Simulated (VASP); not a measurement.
# Lu: single point with r2SCAN

Lu:

```
Lu
1.0
     1.95142    1.95142    1.95142
    -1.95142    1.95142    1.95142
    -1.95142   -1.95142    1.95142
Lu
1
Direct
  0.00000 0.00000 0.00000
```

```yaml
Program: VASP 6.6.1
Task: single point
Functional: r2SCAN
Potentials_or_basis: VASP PAW PBE potentials, release 64 (Lu)
Cutoff: 520 eV
k_mesh: 6 × 6 × 6
Occupations: gaussian, width 0.05 eV
Spin: no spin polarisation
Dipole_correction: no
Further_INCAR_settings: ALGO = Normal; EDIFF = 1e-07; NBANDS = 18
```

```
Pressure : 0.2 GPa
```

Levels at points of the mesh, in eV from the Fermi level:
| k point | band 10 | band 11 | band 12 | band 13 | band 14 | band 15 |
| --- | --- | --- | --- | --- | --- | --- |
| (0.00, 0.00, 0.00) | -5.32 | -5.32 | -5.30 | 2.44 | 2.44 | 2.44 |
| (0.50, 0.00, 0.00) | -5.32 | -5.31 | -2.53 | 0.28 | 0.59 | 4.42 |
| (0.50, 0.50, 0.50) | -5.31 | -5.31 | -1.56 | -1.56 | 5.90 | 5.90 |

Wall time 46 s on 1 thread of Intel Xeon 6975P-C, on a shared host, peak memory 0.18 GiB.

Caveat: the k points lie up to 0.38 Å⁻¹ apart; the PAW data sets were made with another functional, which shifts forces and pressure a little; spin-orbit coupling is left out, which moves the levels of the heavy elements.
